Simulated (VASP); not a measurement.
Runs of VASP 6.6.1 on SrTe. The structure is that of space group Fm-3m (No. 225), or close to it. The cells are those of the table. 

```csv
level,cell,k mesh,cutoff (eV),smearing,gap on the mesh (eV),pressure (GPa)
PBE,"a = 4.742, b = 4.742, c = 4.777 Å, angles 59.8, 59.8, 59.5°, 2 atoms",4 × 4 × 4,500,gaussian 0.01 eV,1.70,0.4
PBE,"a = 4.742 Å, angles 60.0°, 2 atoms",4 × 4 × 4,500,gaussian 0.01 eV,1.74,0.4
PBE,"a = 4.742 Å, angles 60.0°, 2 atoms",6 × 6 × 6,500,fermi-dirac 0.02 eV,1.75,0.3
r2SCAN,"a = 4.836 Å, angles 60.0°, 2 atoms",6 × 6 × 6,550,gaussian 0.01 eV,(c),-1.7
PBE,"a = 4.836 Å, angles 60.0°, 2 atoms",4 × 4 × 4,500,gaussian 0.01 eV,(b),(a)
r2SCAN,"a = 4.742 Å, angles 60.0°, 2 atoms",6 × 6 × 6,550,gaussian 0.01 eV,2.14,0.1
PBE,"a = 4.742, b = 4.742, c = 4.777 Å, angles 59.8, 59.8, 59.5°, 2 atoms",6 × 6 × 6,500,fermi-dirac 0.02 eV,1.71,0.3
r2SCAN,"a = 4.742, b = 4.742, c = 4.777 Å, angles 59.8, 59.8, 59.5°, 2 atoms",6 × 6 × 6,550,gaussian 0.01 eV,2.10,0.1
```

Alike in all rows: task single point; potentials or basis VASP PAW PBE potentials, release 64 (Sr_sv, Te); no spin polarisation.

Task: Fill in the values left out.

Result: (a) -1.4; (b) 1.88; (c) 2.28.

Caveats: spin-orbit coupling is left out, which moves the levels of the heavy elements; the PAW data sets were made with another functional, which shifts forces and pressure a little (some runs).

A k mesh can miss the band edges, and the runs leave out spin-orbit coupling on Sr, Te.
